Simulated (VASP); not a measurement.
Input of a VASP 6.6.1 run:

File INCAR:

```
ALGO = Normal ; EDIFF = 1E-7
ENCUT = 520 ; GGA = CA
ISIF = 2 ; ISMEAR = 0
LASPH = T ; LCHARG = F
LREAL = F ; LWAVE = F
NBANDS = 12 ; NELM = 60
PREC = Accurate ; SIGMA = 0.01
```

Contents of KPOINTS:

```
k-points
0
Gamma
  8 8 8
```

POSCAR

```
CsH
1.0
    3.5817588411      0.0000000000      0.0000000000
    0.0000000000      3.5817588411      0.0000000000
    0.0000000000      0.0000000000      3.5817588411
Cs H
1 1
Direct
    0.0000000000      0.0000000000      0.0000000000
    0.5000000000      0.5000000000      0.5000000000
```

Potentials or basis: VASP PAW LDA potentials, release 64 (Cs_sv, H).

The run is started by

```console
$ cat potpaw_LDA.64/Cs_sv/POTCAR potpaw_LDA.64/H/POTCAR > POTCAR
$ mpirun -np 1 vasp_std > vasp.out
```

(1) What does it give for the pressure?

(2) Predict the band gap on the k mesh.

Results:

(1) 1.2 GPa.

(2) 2.27 eV, indirect (least direct gap 2.32 eV).

Caveat: spin-orbit coupling is left out, which moves the levels of the heavy elements.
